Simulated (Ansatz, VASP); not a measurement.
## One calculation of AlCu, two programs

```
Al Cu
1.0
     2.92419    0.00000    0.00000
     0.00000    2.92419    0.00000
     0.00000    0.00000    2.92419
Al Cu
1 1
Direct
  0.00000 0.00000 0.00000
  0.50000 0.50000 0.50000
```

Alike in both runs: task single point; functional PBEsol; k mesh 14 × 14 × 14; occupations gaussian, width 0.1 eV; no spin polarisation.

```csv
,VASP,Ansatz
version,VASP 6.6.1,Ansatz 0.2.0
potentials or method,"VASP PAW PBE potentials, release 64 (Al, Cu), cutoff 520 eV","scalar-relativistic, plane waves, PAW"
valence electrons in the cell,14,22
```

|  | VASP | Ansatz | Ansatz less VASP |
| --- | --- | --- | --- |
| gap on the k mesh at the Fermi level (eV) | none | none | - |
| pressure (GPa) | 4.5 | 4.5 | -0.05 |

VASP's potentials were made for PBE, not for PBEsol. A gap of «none» marks a metal or a gap that the smearing closes. With one functional, cell and mesh, what is left measures potentials, basis and numerics. VASP's potentials hold 14 valence electrons a cell and Ansatz's 22, so a difference there can come from the potentials and not from the codes.
